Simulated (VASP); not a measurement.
CaSe: single point with PBE

The system is CaSe.

```
Ca Se
1.0
     0.00000    2.96754    2.96754
     2.96754    0.00000    2.96754
     2.96754    2.96754    0.00000
Ca Se
1 1
Cartesian
  0.0000 0.0000 0.0000
  2.9675 2.9675 2.9675
```

* Program: VASP 6.6.1
* Task: single point
* Functional: PBE
* Potentials or basis: VASP PAW PBE potentials, release 64 (Ca_sv, Se)
* Cutoff: 520 eV
* k mesh: 8 × 8 × 8
* Occupations: gaussian, width 0.01 eV
* Spin: non-collinear spin, zero start, spin-orbit coupling
* Starting moments: [[0.0, 0.0, 0.0], [0.0, 0.0, 0.0]] μB

```json
{
 "Pressure": "0.7 GPa",
 "Net moment": "0.00 μB per cell",
 "Valence electrons inside the program's atomic spheres": "Ca 8.12; Se 3.92"
}
```

Moments on the atoms (μB; x, y, z):
```
Ca  0.00 0.00 0.00
Se  0.00 0.00 0.00
```

Wall time 57 s on 1 thread of Intel(R) Xeon(R) 6975P-C (Granite Rapids), with other jobs on the host, peak memory 0.33 GiB.
